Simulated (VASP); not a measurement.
# Sn (I4_1/amd) in VASP: further runs, part 2 of 2

VASP 6.6.1.

## Step 3: Single point, PBEsol

This run uses another cell than the first one, of 23.58 Å³/atom, 1.086 times its volume.

File INCAR:

```
ALGO     = Normal         # electronic algorithm
EDIFF    = 1E-6           # SCF threshold, eV
ENCUT    = 520            # plane-wave cutoff, eV
GGA      = PS             # functional
ISIF     = 2              # what is computed and relaxed
ISMEAR   = -1             # smearing method
LASPH    = T              # aspherical terms in the spheres
LCHARG   = F              # write CHGCAR
LREAL    = F              # projectors in reciprocal space
LWAVE    = F              # write WAVECAR
NBANDS   = 21             # bands
NELM     = 60             # most SCF steps
PREC     = Accurate       # precision mode
SIGMA    = 0.05           # smearing width, eV
```

File KPOINTS:

```
k-points
0
Gamma
  9 9 9
```

File POSCAR:

```
Sn
1.0
   -2.8028152662      2.8028152662      1.5009338991
    2.8028152662     -2.8028152662      1.5009338991
    2.8028152662      2.8028152662     -1.5009338991
Sn
2
Direct
    0.0000000000      0.0000000000      0.0000000000
    0.7500000000      0.2500000000      0.5000000000
```

Potentials or basis: VASP PAW PBE potentials, release 64 (Sn_d).

Command:

```console
$ cat potpaw_PBE.64/Sn_d/POTCAR > POTCAR
$ mpirun -np 1 vasp_std > vasp.out
```

Run time: 45 s. Hardware: 1 thread of Intel Xeon Platinum 8259CL at 2.50GHz (Skylake/Cascade Lake), shared host; peak memory 0.21 GiB.

Results (log left out):

| Quantity | Value |
| --- | --- |
| Free energy | -8.3344 eV |
| Pressure | 9.9 GPa |
| Band gap on the k mesh | zero (band 14 reaches 11.06 eV, above the bottom of band 15 at 6.35 eV) |

Levels at points of the mesh, in eV from the Fermi level:
```
           k point  band 12  band 13  band 14  band 15  band 16  band 17
(0.00, 0.00, 0.00)    -3.47    -2.51    -2.51     2.62     6.71     6.71
```

Caveat: the PAW data sets were made with another functional, which shifts forces and pressure a little; spin-orbit coupling is left out, which moves the levels of the heavy elements.

## Step 4: Single point, PBEsol

This run uses another cell than the first one, of 24.94 Å³/atom, 1.149 times its volume.

File INCAR:

```
SYSTEM = Sn
  ALGO = Normal
  EDIFF = 1E-6
  ENCUT = 520
  GGA = PS
  ISIF = 2
  ISMEAR = -1
  LASPH = .True.
  LCHARG = .True.
  LELF = .True.
  LREAL = .False.
  LVHAR = .True.
  LWAVE = .False.
  NBANDS = 21
  NELM = 80
  PREC = Accurate
  SIGMA = 0.05
```

File KPOINTS:

```
k-points
0
Gamma
  9 9 9
  0 0 0
```

File POSCAR:

```
Sn
1.0
   -2.8505967510      2.8505967510      1.5343069065
    2.8505967510     -2.8505967510      1.5343069065
    2.8505967510      2.8505967510     -1.5343069065
Sn
2
Direct
    0.0000000000      0.0000000000      0.0000000000
    0.7500000000      0.2500000000      0.5000000000
```

Potentials or basis: VASP PAW PBE potentials, release 64 (Sn_d).

Command:

```console
$ cat potpaw_PBE.64/Sn_d/POTCAR > POTCAR
$ mpirun -np 1 vasp_std > vasp.out
```

OUTCAR:

```text
SYSTEM = Sn
   EDIFF = 1E-6
   ENCUT = 520
   GGA = PS
   ISIF = 2
   ISMEAR = -1
   LASPH = .True.
   LREAL = .False.
   NELM = 80
   PREC = Accurate

 ion  position               nearest neighbor table
   1  0.000  0.000  0.000-   2 2.95   2 2.95   2 2.95   2 2.95   2 3.66   2 3.66   2 3.66   2 3.66

   2  0.750  0.250  0.500-   1 2.95   1 2.95   1 2.95   1 2.95   1 3.66   1 3.66   1 3.66   1 3.66

  LATTYP: Found a body centered tetragonal cell.
 ALAT       =     5.7011935020
 C/A-ratio  =     0.5382406003

  Lattice vectors:

 A1 = (  -2.8505967510,   2.8505967510,   1.5343069065)
[... 191 lines left out ...]
      5     -12.4104      2.00000
      6     -12.4104      2.00000
[... 565 lines left out ...]
     20      20.1258      0.00000
     21      20.9741      0.00000

 [... further k-points ...]
[... 5 lines left out ...]
  --------------------------------------------------------------------------------------
  -------------------------------------------------------------------------------------
  Total        1.5485821      1.5485821      1.5367556      0.0000000      0.0000000      0.0000000
  in kB       49.7509072     49.7509072     49.3709619      0.0000000      0.0000000      0.0000000
  external PRESSURE =      49.6242588 kB  Pullay stress =       0.0000000 kB

 VOLUME and BASIS-vectors are now :
 -----------------------------------------------------------------------------
  energy-cutoff  :      520.00
  volume of cell :       49.87
      direct lattice vectors                 reciprocal lattice vectors
    -2.850596751  2.850596751  1.534306906     0.000000000  0.175401870  0.325880043
     2.850596751 -2.850596751  1.534306906     0.175401870  0.000000000  0.325880043
     2.850596751  2.850596751 -1.534306906     0.175401870  0.175401870  0.000000000

 POSITION                                       TOTAL-FORCE (eV/Angst)
 -----------------------------------------------------------------------------------
      0.00000      0.00000      0.00000         0.000000     -0.000000     -0.000000
     -0.00000      2.85060      0.76715        -0.000000      0.000000      0.000000
 -----------------------------------------------------------------------------------
    total drift:                                0.000000     -0.000000      0.000000

  FREE ENERGIE OF THE ION-ELECTRON SYSTEM (eV)
  ---------------------------------------------------
  free  energy   TOTEN  =        -8.4594001974 eV

  energy  without entropy=       -8.4523910880  energy(sigma->0) =       -8.45589564
```

OSZICAR:

```text
N       E                     dE             d eps       ncg     rms          rms(c)
DAV:   1     0.222817477623E+03    0.22282E+03   -0.14350E+04  3226   0.213E+03
DAV:   2     0.145068876760E+02   -0.20831E+03   -0.20374E+03  3190   0.462E+02
DAV:   3    -0.779801132449E+01   -0.22305E+02   -0.22148E+02  3628   0.135E+02
DAV:   4    -0.848731310123E+01   -0.68930E+00   -0.68898E+00  3629   0.262E+01
DAV:   5    -0.851437583131E+01   -0.27063E-01   -0.27062E-01  4452   0.490E+00    0.283E+00
DAV:   6    -0.847388954901E+01    0.40486E-01   -0.51142E-02  4310   0.343E+00    0.153E+00
DAV:   7    -0.846011832416E+01    0.13771E-01   -0.26703E-02  4260   0.245E+00    0.200E-01
DAV:   8    -0.845939435834E+01    0.72397E-03   -0.25491E-03  4139   0.704E-01    0.304E-02
DAV:   9    -0.845940103170E+01   -0.66734E-05   -0.70877E-05  4152   0.755E-02    0.120E-02
DAV:  10    -0.845940019739E+01    0.83430E-06   -0.42199E-06  3669   0.254E-02
   1 F= -.84594002E+01 E0= -.84558956E+01  d E =-.700911E-02
```

stdout:

```text
POSCAR found type information on POSCAR Sn
 POSCAR found :  1 types and       2 ions
 scaLAPACK will be used
 -----------------------------------------------------------------------------
|                                                                             |
|                                                                             |
|     You enforced a specific xc type in the INCAR file but a different       |
|     I HOPE YOU KNOW WHAT YOU ARE DOING!                                     |
|                                                                             |
 -----------------------------------------------------------------------------

 LDA part: xc-table for (Slater+PW92), standard interpolation
 POSCAR, INCAR and KPOINTS ok, starting setup
 FFT: planning ... GRIDC
 FFT: planning ... GRID_SOFT
 FFT: planning ... GRID
 WAVECAR not read
 entering main loop
```

It took 42 s on 1 thread of Intel Xeon Platinum 8259CL at 2.50GHz (Skylake/Cascade Lake), shared host; peak memory 0.21 GiB.

Results:

```yaml
Free_energy: -8.4594 eV
Pressure: 5.0 GPa
Band_gap_on_the_k_mesh: zero (band 14 reaches 10.19 eV, above the bottom of band 15 at 5.78 eV)
```

Levels at points of the mesh, in eV from the Fermi level:
```tsv
k point	band 12	band 13	band 14	band 15	band 16	band 17
(0.00, 0.00, 0.00)	-3.57	-2.30	-2.30	2.74	6.50	6.50
```

Caveat: the PAW data sets were made with another functional, which shifts forces and pressure a little; spin-orbit coupling is left out, which moves the levels of the heavy elements.

## Step 5: Single point, PBEsol

This run uses another cell than the first one, of 26.00 Å³/atom, 1.198 times its volume.

File INCAR:

```
PREC     = Accurate       # precision mode
ENCUT    = 520            # plane-wave cutoff, eV
EDIFF    = 1E-6           # SCF threshold, eV
ISMEAR   = -1             # smearing method
SIGMA    = 0.05           # smearing width, eV
LREAL    = False          # projectors in reciprocal space
LASPH    = True           # aspherical terms in the spheres
NELM     = 100            # most SCF steps
ALGO     = Normal         # electronic algorithm
ISIF     = 2              # what is computed and relaxed
LWAVE    = False          # write WAVECAR
LCHARG   = False          # write CHGCAR
GGA      = PS             # functional
NBANDS   = 21             # bands
```

File KPOINTS:

```
Automatic mesh
0
Gamma
  9 9 9
```

File POSCAR:

```
Sn
1.0
   -2.8881994759      2.8881994759      1.5586821399
    2.8881994759     -2.8881994759      1.5586821399
    2.8881994759      2.8881994759     -1.5586821399
Sn
2
Direct
    0.0000000000      0.0000000000      0.0000000000
    0.7500000000      0.2500000000      0.5000000000
```

Command:

```console
$ cat potpaw_PBE.64/Sn_d/POTCAR > POTCAR
$ mpirun -np 1 vasp_std > vasp.out
```

It took 64 s on 1 thread of Intel Xeon Platinum 8259CL at 2.50GHz (Skylake/Cascade Lake), shared host; peak memory 0.24 GiB.

The run converged. Its results:

| Quantity | Value |
| --- | --- |
| Free energy | -8.5056 eV |
| Pressure | 2.0 GPa |
| Band gap on the k mesh | zero (band 14 reaches 9.59 eV, above the bottom of band 15 at 5.39 eV) |

Levels at points of the mesh, in eV from the Fermi level:
```
           k point  band 12  band 13  band 14  band 15  band 16  band 17
(0.00, 0.00, 0.00)    -3.65    -2.16    -2.16     2.83     6.32     6.32
```

Caveat: the PAW data sets were made with another functional, which shifts forces and pressure a little; spin-orbit coupling is left out, which moves the levels of the heavy elements.

## Step 6: Single point, PBEsol (volume scaled by 0.94)

File INCAR:

```
SYSTEM = Sn
PREC     = Accurate       ! precision mode
ENCUT    = 520            ! plane-wave cutoff, eV
EDIFF    = 1E-7           ! SCF threshold, eV
ISMEAR   = -1             ! smearing method
SIGMA    = 0.05           ! smearing width, eV
LREAL    = .False.        ! projectors in reciprocal space
LASPH    = .True.         ! aspherical terms in the spheres
NELM     = 100            ! most SCF steps
ALGO     = Normal         ! electronic algorithm
ISIF     = 2              ! what is computed and relaxed
LWAVE    = .False.        ! write WAVECAR
LCHARG   = .True.         ! write CHGCAR
GGA      = PS             ! functional
LELF     = .True.         ! ELF
LVHAR    = .True.       
NBANDS   = 21             ! bands
```

File KPOINTS:

```
regular mesh
0
Gamma
  9 9 9
  0 0 0
```

File POSCAR:

```
Sn
1.0
   -2.8801207477      2.8801207477      1.5666540120
    2.8801207477     -2.8801207477      1.5666540120
    2.8801207477      2.8801207477     -1.5666540120
Sn
2
Direct
    0.0000000000      0.0000000000      0.0000000000
    0.7500000000      0.2500000000      0.5000000000
```

Potentials or basis: VASP PAW PBE potentials, release 64 (Sn_d).

Command:

```console
$ cat potpaw_PBE.64/Sn_d/POTCAR > POTCAR
$ mpirun -np 1 vasp_std > vasp.out
```

It took 34 s on 1 thread of Intel Xeon Platinum 8488C (Sapphire Rapids), shared host; peak memory 0.2 GiB.

The run converged. Its results:

```
Free energy            : -8.5047 eV
Pressure               : 2.0 GPa
Band gap on the k mesh : zero (band 14 reaches 9.63 eV, above the bottom of band 15 at 5.37 eV)
```

Stress tensor (GPa, compression positive):
```
2.26 0.00 0.00
0.00 2.26 0.00
0.00 0.00 1.51
```

Levels at points of the mesh, in eV from the Fermi level:
```
           k point  band 10  band 11  band 12  band 13  band 14  band 15  band 16  band 17  band 18  band 19
(0.00, 0.00, 0.00)   -21.07   -11.50    -3.56    -2.12    -2.12     2.87     6.40     6.40     7.14     7.24
```

Caveat: the cell differs from its parent crystal (volume scaled by 0.94); the PAW data sets were made with another functional, which shifts forces and pressure a little; spin-orbit coupling is left out, which moves the levels of the heavy elements.

## Step 7: Summary

| cell | gap on the mesh (eV) | pressure (GPa) |
| --- | --- | --- |
| a = 4.125 Å, angles 97.2, 97.2, 138.6°, 2 atoms | none | 19.9 |
| a = 4.238 Å, angles 97.2, 97.2, 138.5°, 2 atoms | none | 9.9 |
| a = 4.313 Å, angles 97.3, 97.3, 138.3°, 2 atoms | none | 5.0 |
| a = 4.372 Å, angles 97.3, 97.3, 138.2°, 2 atoms | none | 2.0 |
| a = 4.364 Å, angles 97.4, 97.4, 137.9°, 2 atoms | none | 2.0 |

Alike in all rows: task single point; level PBEsol; potentials or basis VASP PAW PBE potentials, release 64 (Sn_d); no spin polarisation; k mesh 9 × 9 × 9; cutoff (eV) 520; smearing fermi-dirac 0.05 eV.

Caveats: the PAW data sets were made with another functional, which shifts forces and pressure a little; spin-orbit coupling is left out, which moves the levels of the heavy elements.

Total energies depend on the potentials used, so only differences within one code and one set of settings carry meaning.
